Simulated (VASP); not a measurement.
CdSe, 4 atoms in the cell. Symmetry: P6_3mc, No. 186, hexagonal system. Conventional cell: a = 4.341 Å, b = 4.341 Å, c = 7.077 Å, α = 90.00°, β = 90.00°, γ = 120.00°. Cd (site symmetry 3m) has 4 Se at 2.66 Å within 3.5 Å. Se (site symmetry 3m) has 4 Cd at 2.66 Å within 3.5 Å. 

| Item | Value |
| --- | --- |
| Program | VASP 6.6.1 |
| Task | single point |
| Functional | PBE |
| Potentials or basis | VASP PAW PBE potentials, release 64 (Cd, Se) |
| Cutoff | 520 eV |
| k mesh | 6 × 6 × 4 |
| Occupations | gaussian, width 0.01 eV |
| Spin | no spin polarisation |
| Dipole correction | no |
| Further INCAR settings | ALGO = Normal; EDIFF = 1e-07; NBANDS = 26 |

Potentials or basis: VASP PAW PBE potentials, release 64 (Cd, Se).

Command:

```sh
$ cat potpaw_PBE.64/Cd/POTCAR potpaw_PBE.64/Se/POTCAR > POTCAR
$ mpirun -np 1 vasp_std > vasp.out
```

Hardware: 1 thread of Intel Xeon 8259CL (shared host).

**Question.** How long does it take, and how much memory?

**Answer.** It took 89 s on 1 thread of Intel Xeon 8259CL, with other jobs on the host, peak memory 0.25 GiB. Counts: scf iterations 14, k points 21.
